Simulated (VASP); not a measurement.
Here is a VASP 6.6.1 calculation.

The input INCAR:

```
ALGO = Normal
EDIFF = 1E-7
ENCUT = 520
GGA = PS
ISIF = 2
ISMEAR = -1
LASPH = True
LCHARG = False
LREAL = False
LWAVE = False
NBANDS = 36
NELM = 80
PREC = Accurate
SIGMA = 0.05
```

KPOINTS

```
k-points
0
Gamma
  9 9 3
```

The input POSCAR:

```
Pb
1.0
    3.5243661423      0.0000000000      0.0000000000
   -1.7621830712      3.0521906115      0.0000000000
    0.0000000000      0.0000000000     11.4952418100
Pb
4
Direct
    0.6666666667      0.3333333333      0.7500000000
    0.0000000000      0.0000000000      0.5000000000
    0.3333333333      0.6666666667      0.2500000000
    0.0000000000      0.0000000000      0.0000000000
```

Potentials or basis: VASP PAW PBE potentials, release 64 (Pb_d).

Command:

```console
$ cat potpaw_PBE.64/Pb_d/POTCAR > POTCAR
$ mpirun -np 1 vasp_std > vasp.out
```

Question: What does it give for the pressure?

Answer: -1.6 GPa.

Question: What does it give for the band gap on the k mesh?

Answer: Zero (band 28 reaches 12.43 eV, above the bottom of band 29 at 4.85 eV).

Stress tensor (GPa, compression positive):
```
-1.75  0.00  0.00
 0.00 -1.75  0.00
 0.00  0.00 -1.30
```

Caveat: the PAW data sets were made with another functional, which shifts forces and pressure a little; spin-orbit coupling is left out, which moves the levels of the heavy elements.
